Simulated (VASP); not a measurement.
Here is a VASP 6.6.1 calculation.

The input INCAR:

```
PREC = Accurate ; ENCUT = 520
EDIFF = 1E-7 ; ISMEAR = -1
SIGMA = 0.05 ; LREAL = False
LASPH = True ; NELM = 80
ALGO = Normal ; ISIF = 2
LWAVE = False ; LCHARG = True
GGA = CA ; LELF = True
LVHAR = True ; NBANDS = 16
```

Contents of KPOINTS:

```
regular mesh
0
Gamma
  5 5 4
```

Contents of POSCAR:

```
Te
1.0
    4.2966332825      0.0000000000      0.0000000000
   -2.1483166412      3.7209935734      0.0000000000
    0.0000000000      0.0000000000      5.9041060663
Te
3
Direct
    0.2855404168      1.0000000000      0.3333333333
    1.0000000000      0.2855404168      0.6666666667
    0.7144595832      0.7144595832      1.0000000000
```

Potentials or basis: VASP PAW LDA potentials, release 64 (Te).

Run with:

```bash
$ cat potpaw_LDA.64/Te/POTCAR > POTCAR
$ mpirun -np 1 vasp_std > vasp.out
```

Predict the pressure.

0.1 GPa.

Estimate the band gap on the k mesh.

0.34 eV (least direct gap 0.58 eV).

Predict the largest force.

0.024 eV/Å.

Stress tensor (GPa, compression positive):
```
-0.03  0.00  0.00
 0.00 -0.03  0.00
 0.00  0.00  0.28
```

Caveat: spin-orbit coupling is left out, which moves the levels of the heavy elements; an odd mesh through Γ misses points on the zone boundary, where band edges can lie.
